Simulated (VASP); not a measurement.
Write the native input for VASP 6.6.1 that does the following.

```yaml
Task: single point
Functional: PBE
Potentials_or_basis: VASP PAW PBE potentials, release 64 (Sr_sv, Sn_d, N)
Cutoff: 520 eV
k_mesh: 8 × 8 × 8
Occupations: fermi-dirac, width 0.01 eV
Spin: no spin polarisation
Dipole_correction: no
Further_INCAR_settings: ALGO = Normal; EDIFF = 1e-06; NBANDS = 30
```

The structure of Sr2SnN2 lies in POSCAR:

```
Sr2SnN2
1.0
   -1.9589324609      1.9589324609      7.0072275664
    1.9589324609     -1.9589324609      7.0072275664
    1.9589324609      1.9589324609     -7.0072275664
Sr Sn N
2 1 2
Direct
    0.1601385000      0.1601385000      0.0000000000
    0.8398615000      0.8398615000      0.0000000000
    0.5000000000      0.5000000000      0.0000000000
    0.6524670000      0.6524670000      0.0000000000
    0.3475330000      0.3475330000      0.0000000000
```

The input as run:

INCAR

```
SYSTEM = Sr2SnN2
PREC = Accurate ; ENCUT = 520
EDIFF = 1E-6 ; ISMEAR = -1
SIGMA = 0.01 ; LREAL = .False.
LASPH = .True. ; NELM = 80
ALGO = Normal ; ISIF = 2
LWAVE = .False. ; LCHARG = .False.
GGA = PE ; NBANDS = 30
```

KPOINTS

```
Automatic mesh
0
Gamma
  8 8 8
  0 0 0
```

Potentials or basis: VASP PAW PBE potentials, release 64 (Sr_sv, Sn_d, N).

Launch:

```console
$ cat potpaw_PBE.64/Sr_sv/POTCAR potpaw_PBE.64/Sn_d/POTCAR potpaw_PBE.64/N/POTCAR > POTCAR
$ mpirun -np 1 vasp_std > vasp.out
```

It gave:

```yaml
Pressure: -3.5 GPa
Largest_force: 0.220 eV/Å
Band_gap_on_the_k_mesh: zero (bands 22 and 23 overlap by 0.16 eV)
```

Caveat: the cell stands under tension; spin-orbit coupling is left out, which moves the levels of the heavy elements.

It took 16 min on 1 thread of Intel Xeon 8259CL, with other jobs on the host, peak memory 0.51 GiB.
